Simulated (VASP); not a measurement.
# LuPd2O2 (I4/mmm) in VASP: single point with PBE

Aim: the single point of LuPd2O2 with PBE.

Program: VASP 6.6.1. These are calculated values, not measurements. Logs are shortened: lines on timing, memory, paths and dates and some standing lists are left out, and cuts for length are marked.

### 1 The cell of the first run

Symmetry: I4/mmm, No. 139, tetragonal system. The conventional cell has a = 4.279 Å, b = 4.279 Å, c = 8.429 Å, α = 90.00°, β = 90.00°, γ = 90.00°. Within 2.9 Å of Lu (site symmetry 4/mmm) lie 4 O at 2.14 Å and 2 Pd at 2.85 Å. Pd (site symmetry 4mm) has 4 O at 2.54 Å and 5 Pd at 2.72 to 3.37 Å and 5 Lu at 2.85 to 3.32 Å within 3.4 Å. O (site symmetry mmm) has 2 Lu at 2.14 Å and 4 Pd at 2.54 Å within 2.8 Å.

The cell was generated, and may not be a known phase.

### 2 Single point, PBE

File INCAR:

```
PREC = Accurate
ENCUT = 700
EDIFF = 1E-6
ISMEAR = 0
SIGMA = 0.1
LREAL = False
LASPH = True
NELM = 120
ALGO = Normal
ISIF = 2
LWAVE = False
LCHARG = False
GGA = PE
NBANDS = 44
GGA_COMPAT = False
```

File KPOINTS:

```
regular mesh
0
Gamma
  6 6 6
```

File POSCAR:

```
LuPd2O2
1.0
   -2.1394166049      2.1394166049      4.2146066624
    2.1394166049     -2.1394166049      4.2146066624
    2.1394166049      2.1394166049     -4.2146066624
Lu Pd O
1 2 2
Direct
    0.5000000000      0.5000000000      0.0000000000
    0.8384379626      0.8384379626      0.0000000000
    0.1615620374      0.1615620374      0.0000000000
    0.5000000000      0.0000000000      0.5000000000
    0.0000000000      0.5000000000      0.5000000000
```

Potentials or basis: VASP PAW PBE potentials, release 64 (Lu, Pd_sv_GW, O).

Launch:

```bash
cat potpaw_PBE.64/Lu/POTCAR potpaw_PBE.64/Pd_sv_GW/POTCAR potpaw_PBE.64/O/POTCAR > POTCAR
mpirun -np 1 vasp_std > vasp.out
```

OUTCAR:

```text
PREC = Accurate
   ENCUT = 700
   EDIFF = 1E-6
   ISMEAR = 0
   LREAL = False
   LASPH = True
   NELM = 120
   ISIF = 2
   GGA = PE

 ion  position               nearest neighbor table
   1  0.500  0.500  0.000-   4 2.14   5 2.14   4 2.14   5 2.14   2 2.85   3 2.85
   2  0.838  0.838  0.000-   1 2.85
   3  0.162  0.162  0.000-   1 2.85
   4  0.500  0.000  0.500-   1 2.14   1 2.14
   5  0.000  0.500  0.500-   1 2.14   1 2.14

  LATTYP: Found a body centered tetragonal cell.
 ALAT       =     4.2788332098
 C/A-ratio  =     1.9699794106

  Lattice vectors:

 A1 = (  -2.1394166049,   2.1394166049,   4.2146066624)
 A2 = (   2.1394166049,  -2.1394166049,   4.2146066624)
 A3 = (   2.1394166049,   2.1394166049,  -4.2146066624)

Analysis of symmetry for initial positions (statically):
=====================================================================
 Subroutine PRICEL returns:
 Original cell was already a primitive cell.

 Routine SETGRP: Setting up the symmetry group for a
 body centered tetragonal supercell.

 Subroutine GETGRP returns: Found 16 space group operations
 (whereof 16 operations were pure point group operations)
 out of a pool of 16 trial point group operations.

The static configuration has the point symmetry D_4h.

Analysis of symmetry for dynamics (positions and initial velocities):
=====================================================================
 Subroutine PRICEL returns:
 Original cell was already a primitive cell.

 Routine SETGRP: Setting up the symmetry group for a
 body centered tetragonal supercell.

 Subroutine GETGRP returns: Found 16 space group operations
 (whereof 16 operations were pure point group operations)
 out of a pool of 16 trial point group operations.

The dynamic configuration has the point symmetry D_4h.

 Subroutine INISYM returns: Found 16 space group operations
 (whereof 16 operations are pure point group operations),
 and found     1 'primitive' translations

----------------------------------------------------------------------------------------

                                     Primitive cell

  volume of cell :      77.1628

  direct lattice vectors                    reciprocal lattice vectors
[... 90 lines left out ...]
   LASPH  =      T    aspherical Exc in radial PAW
   ENCUT  =  700.0 eV  51.45 Ry    7.17 a.u.  11.19 11.19 11.19*2*pi/ulx,y,z
   NELM   =    120;   NELMIN=  2; NELMDL= -5     # of ELM steps
   EDIFF  = 0.1E-05   stopping-criterion for ELM
   LREAL  =      F    real-space projection
   EDIFFG = 0.1E-04   stopping-criterion for IOM
   NSW    =      0    number of steps for IOM
   IBRION =     -1    ionic relax: 0-MD 1-quasi-New 2-CG
   NFREE  =      0    steps in history (QN), initial steepest desc. (CG)
   ISIF   =      2    stress and relaxation
   ISYM   =      2    0-nonsym 1-usesym 2-fastsym
   POTIM  = 0.5000    time-step for ionic-motion
   TEBEG  =    0.0;   TEEND  =   0.0 temperature during run
   PSTRESS=    0.0 pullay stress
   NELECT =      73.0000    total number of electrons
   NUPDOWN=      -1.0000    fix difference up-down
   EMIN   =  10.00;   EMAX   =-10.00  energy-range for DOS
   EFERMI =   0.00;   METHOD = LEGACY
   ISMEAR =     0;   SIGMA  =   0.10  broadening in eV -4-tet -1-fermi 0-gaus
   EFERMI_NEDOS =   21; number of points for ismear=-14 and -15
   IALGO  =     38    algorithm
   IMIX   =      4    mixing-type and parameters
     AMIX     =   0.40;   BMIX     =  1.00
     AMIX_MAG =   1.60;   BMIX_MAG =  1.00
  volume/ion in A,a.u.               =      15.43       104.14
  Fermi-wavevector in a.u.,A,eV,Ry     =   1.607113  3.037004 35.141312  2.582814
  Thomas-Fermi vector in A             =   2.703194
   LORBIT       =      0    0 simple, 1 ext, 2 COOP (PROOUT), +10 PAW based schemes
   GGA     = PE    functional components
   LHFCALC =     F    Hartree Fock is set to
   AEXX    =    0.0000 exact exchange contribution
   IVDW    =     0    specifies the selected vdW correction
   LEPSILON=     F    determine dielectric tensor
   LRPA    =     F    only Hartree local field effects (RPA)
 non-spin polarized calculation
 Gauss-broadening in eV      SIGMA  =   0.10
  energy-cutoff  :      700.00
  volume of cell :       77.16
 maximum number of plane-waves:      3270
 NGX is ok and might be reduce to    48
   NGX = 23   NGY = 23   NGZ = 23

 number of electron      73.0000003 magnetization

 Free energy of the ion-electron system (eV)
  ---------------------------------------------------
  ext. energy  EPLUGINS =         0.00000000
  ---------------------------------------------------
  free energy    TOTEN  =       -26.79715066 eV

  energy without entropy =      -26.76805247  energy(sigma->0) =      -26.78260157

 E-fermi :   3.7171     XC(G=0): -11.5964

 val. band max:        3.7084575455   @ k =   0.1667   0.0000   0.0000
 cond. band min:       3.7315496687   @ k =   0.1667   0.0000   0.0000
 fundamental gap:      0.0230921232
 Fermi energy:         3.7171237669

 k-point     1 :       0.0000    0.0000    0.0000
  band No.  band energies     occupation
      1     -79.5655      2.00000
      2     -79.5533      2.00000
      3     -50.4797      2.00000
      4     -45.4083      2.00000
      5     -45.3070      2.00000
      6     -45.3070      2.00000
[... 1117 lines left out ...]
     43      10.0693      0.00000
     44      12.2370      0.00000

 [... further k-points ...]

------------------------ aborting loop because EDIFF is reached ----------------------------------------

  FORCE on cell =-STRESS in cart. coord.  units (eV):
  Direction    XX          YY          ZZ          XY          YZ          ZX
  --------------------------------------------------------------------------------------
  -------------------------------------------------------------------------------------
  Total        0.1738260      0.1738260     -0.0275362      0.0000000      0.0000000      0.0000000
  in kB        3.6092542      3.6092542     -0.5717517      0.0000000      0.0000000      0.0000000
  external PRESSURE =       2.2155856 kB  Pullay stress =       0.0000000 kB

 VOLUME and BASIS-vectors are now :
 -----------------------------------------------------------------------------
  energy-cutoff  :      700.00
  volume of cell :       77.16
      direct lattice vectors                 reciprocal lattice vectors
    -2.139416605  2.139416605  4.214606662     0.000000000  0.233708572  0.118635033
     2.139416605 -2.139416605  4.214606662     0.233708572  0.000000000  0.118635033
     2.139416605  2.139416605 -4.214606662     0.233708572  0.233708572  0.000000000

 POSITION                                       TOTAL-FORCE (eV/Angst)
 -----------------------------------------------------------------------------------
      0.00000      0.00000      4.21461        -0.000000     -0.000000     -0.000000
      0.00000      0.00000      7.06737         0.000000      0.000000      0.005368
      0.00000      0.00000      1.36184        -0.000000     -0.000000     -0.005368
      0.00000      2.13942      0.00000        -0.000000     -0.000000     -0.000000
      2.13942      0.00000      0.00000        -0.000000     -0.000000     -0.000000
 -----------------------------------------------------------------------------------
    total drift:                                0.000000      0.000000      0.000000

  FREE ENERGIE OF THE ION-ELECTRON SYSTEM (eV)
  ---------------------------------------------------
  free  energy   TOTEN  =       -26.7971506583 eV

  energy  without entropy=      -26.7680524738  energy(sigma->0) =      -26.78260157
```

OSZICAR:

```text
N       E                     dE             d eps       ncg     rms          rms(c)
DAV:   1     0.134789889633E+04    0.13479E+04   -0.42263E+04  4152   0.584E+03
DAV:   2     0.235423688802E+03   -0.11125E+04   -0.10680E+04  3000   0.143E+03
DAV:   3    -0.737567452749E+01   -0.24280E+03   -0.23349E+03  4008   0.427E+02
DAV:   4    -0.355209569241E+02   -0.28145E+02   -0.26680E+02  4448   0.141E+02
DAV:   5    -0.378249071644E+02   -0.23040E+01   -0.22262E+01  4776   0.304E+01    0.302E+01
DAV:   6    -0.336060630047E+02    0.42188E+01   -0.10392E+02  4676   0.981E+01    0.236E+01
DAV:   7    -0.266895696240E+02    0.69165E+01   -0.21891E+01  4708   0.753E+01    0.107E+01
DAV:   8    -0.269161590548E+02   -0.22659E+00   -0.61770E+00  4372   0.217E+01    0.549E+00
DAV:   9    -0.268174365731E+02    0.98722E-01   -0.36680E-01  4908   0.104E+01    0.165E+00
DAV:  10    -0.267961935949E+02    0.21243E-01   -0.17222E-01  4840   0.720E+00    0.467E-01
DAV:  11    -0.267971310146E+02   -0.93742E-03   -0.23154E-02  4552   0.141E+00    0.220E-01
DAV:  12    -0.267971354823E+02   -0.44677E-05   -0.15141E-03  4616   0.454E-01    0.574E-02
DAV:  13    -0.267971470254E+02   -0.11543E-04   -0.96197E-05  4820   0.204E-01    0.210E-02
DAV:  14    -0.267971505273E+02   -0.35019E-05   -0.29301E-05  4968   0.676E-02    0.602E-03
DAV:  15    -0.267971506583E+02   -0.13095E-06   -0.21492E-06  2084   0.442E-02
   1 F= -.26797151E+02 E0= -.26782602E+02  d E =-.290982E-01
```

Wall time 4.1 min (1 thread of Intel Xeon Platinum 8259CL at 2.50GHz (Skylake/Cascade Lake), shared host); peak memory 0.46 GiB.

Results:

```
Free energy            : -26.7972 eV
Pressure               : 0.2 GPa
Largest force          : 0.005 eV/Å
Band gap on the k mesh : zero (an odd number of electrons rules out a gap without spin polarisation)
```

Forces in eV/Å, atoms in the order of the input:
```
Lu   0.000  0.000  0.000
Pd   0.000  0.000  0.005
Pd   0.000  0.000 -0.005
O    0.000  0.000  0.000
O    0.000  0.000  0.000
```

Stress tensor (GPa, compression positive):
```
 0.36  0.00  0.00
 0.00  0.36  0.00
 0.00  0.00 -0.06
```

Levels at points of the mesh, in eV from the Fermi level:
```csv
k point,band 33,band 34,band 35,band 36,band 37,band 38,band 39,band 40
"(0.00, 0.00, 0.00)",-0.88,-0.80,-0.31,0.10,0.10,0.17,3.35,3.35
"(0.50, 0.00, 0.00)",-0.94,-0.64,-0.57,-0.48,-0.12,1.10,2.48,5.15
"(0.50, 0.50, 0.00)",-1.29,-1.13,-0.84,-0.20,0.25,2.36,3.21,3.62
"(0.50, 0.50, 0.50)",-1.04,-0.49,-0.49,-0.31,0.23,1.54,2.83,4.53
```

Caveat: spin-orbit coupling is left out, which moves the levels of the heavy elements.

The gap in the log of VASP goes by the Fermi energy; the results here count the filled bands.